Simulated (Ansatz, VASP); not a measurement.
**SiO2: VASP beside Ansatz**

The input INCAR:

```
PREC     = Accurate       # precision mode
ENCUT    = 520            # plane-wave cutoff, eV
EDIFF    = 1E-7           # SCF threshold, eV
ISMEAR   = 0              # smearing method
SIGMA    = 0.05           # smearing width, eV
LREAL    = False          # projectors in reciprocal space
LASPH    = True           # aspherical terms in the spheres
NELM     = 80             # most SCF steps
ALGO     = Normal         # electronic algorithm
ISIF     = 2              # what is computed and relaxed
LWAVE    = False          # write WAVECAR
LCHARG   = False          # write CHGCAR
GGA      = PE             # functional
NBANDS   = 25             # bands
```

The input KPOINTS:

```
regular mesh
0
Gamma
  6 6 8
```

File POSCAR:

```
SiO2
1.0
    4.3630000000      0.0000000000      0.0000000000
    0.0000000000      4.3630000000      0.0000000000
    0.0000000000      0.0000000000      2.3670000000
Si O
2 4
Direct
    0.5000000000      0.5000000000      0.5000000000
    0.0000000000      0.0000000000      0.0000000000
    0.6930127928      0.6930127928      0.0000000000
    0.1930127928      0.8069872072      0.5000000000
    0.3069872072      0.3069872072      0.0000000000
    0.8069872072      0.1930127928      0.5000000000
```

Input for Ansatz:

```yaml
crystal:
  lattice:
    - [4.363, 0.0, 0.0]
    - [0.0, 4.363, 0.0]
    - [0.0, 0.0, 2.367]
  atoms:
    - { symbol: Si, position: [0.5, 0.5, 0.5] }
    - { symbol: Si, position: [0.0, 0.0, 0.0] }
    - { symbol: O, position: [0.6930127928, 0.6930127928, 0.0] }
    - { symbol: O, position: [0.1930127928, 0.8069872072, 0.5] }
    - { symbol: O, position: [0.3069872072, 0.3069872072, 0.0] }
    - { symbol: O, position: [0.8069872072, 0.1930127928, 0.5] }
basis:
  ecutwfc: 520.0
kpoints:
  mp_grid: { grid: [6, 6, 8] }
hamiltonian:
  xc: pbe
  pseudopotentials: { kind: paw, azcp: { folder: soft_1 } }
scf:
  occupations: { method: gaussian, width: 0.05 }
output:
  forces: true
  stress: true
  eigenvalues: true
```

Alike in both runs: task single point; functional PBE; k mesh 6 × 6 × 8; occupations gaussian, width 0.05 eV; no spin polarisation.

|  | VASP | Ansatz |
| --- | --- | --- |
| version | VASP 6.6.1 | Ansatz 0.2.0 |
| potentials or method | VASP PAW PBE potentials, release 64 (Si, O), cutoff 520 eV | scalar-relativistic, plane waves, PAW |
| valence electrons in the cell | 32 | 32 |

```tsv
	VASP	Ansatz	Ansatz less VASP
gap on the k mesh at the Fermi level (eV)	6.28	6.31	+0.033
least direct gap on the mesh (eV)	6.28	6.31	+0.033
rms of the force components (eV/Å)	0.109	0.144	+0.0354
```

Atom by atom the forces differ by 0.035 eV/Å (rms over components).
